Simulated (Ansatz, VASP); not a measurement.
## Gd6N: VASP beside Ansatz

```
Gd N
1.0
     0.00000    4.64754    4.64754
     4.64754    0.00000    4.64754
     4.64754    4.64754    0.00000
Gd N
6 1
Direct
  0.00029 0.49971 0.49971
  0.49971 0.00029 0.00029
  0.49971 0.00029 0.49971
  0.00029 0.49971 0.00029
  0.49971 0.49971 0.00029
  0.00029 0.00029 0.49971
  0.50000 0.50000 0.50000
```

Alike in both runs: functional PBE; k mesh 3 × 3 × 3; occupations gaussian, width 0.2 eV; collinear spin.

Ansatz relaxed the structure, and its values are those at the end. VASP's run is a single point on that final structure, the one shown.

```csv
,VASP,Ansatz
version,VASP 6.6.1,Ansatz 0.2.0
potentials or method,"VASP PAW PBE potentials, release 64 (Gd, N), cutoff 520 eV","scalar-relativistic, plane waves, PAW"
valence electrons in the cell,113,113
```

|  | VASP | Ansatz | Ansatz less VASP |
| --- | --- | --- | --- |
| gap on the k mesh at the Fermi level (eV) | none | none | - |
| pressure (GPa) | 4.3 | 0.4 | -3.82 |
| rms of the force components (eV/Å) | 0.019 | 0.018 | -0.0002 |
| net moment per atom (μB) | 3.86 | 6.67 | +2.809 |
| size of the moment on the site where the two differ most (μB) | 5.82 | 7.41 | +1.589 |

The net moments are unlike, so the other rows may belong to different states. Site moments also hang on the region over which each program counts them. A gap of «none» marks a metal or a gap that the smearing closes.

The k mesh is coarse, so the values compare programs but aren't converged. Spin-orbit coupling is off throughout. Noted on VASP's run: too few bands were computed for a metal, which touches its energy and stress.
